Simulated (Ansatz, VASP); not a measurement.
**K2S in VASP and in Ansatz**

```
S K
1.0
     0.00000    3.73133    3.73133
     3.73133    0.00000    3.73133
     3.73133    3.73133    0.00000
S K
1 2
Direct
  0.00000 0.00000 0.00000
  0.25000 0.25000 0.25000
  0.75000 0.75000 0.75000
```

Alike in both runs: functional PBE; k mesh 10 × 10 × 10; occupations fermi-dirac, width 0.03 eV; no spin polarisation.

Ansatz relaxed the structure, and its values are those at the end. VASP's run is a single point on that final structure, the one shown.

|  | VASP | Ansatz |
| --- | --- | --- |
| version | VASP 6.6.1 | Ansatz 0.2.0 |
| potentials or method | VASP PAW PBE potentials, release 64 (S, K_sv) | PAW with Ansatz's default frozen-core files, scalar-relativistic |
| plane-wave cutoff (eV) | 500 | 420 |
| valence electrons in the cell | 24 | 24 |

```tsv
	VASP	Ansatz	Ansatz less VASP
pressure (GPa)	0.0	0.0	-0.03
```

With one functional, cell and mesh, what is left measures potentials, basis and numerics.
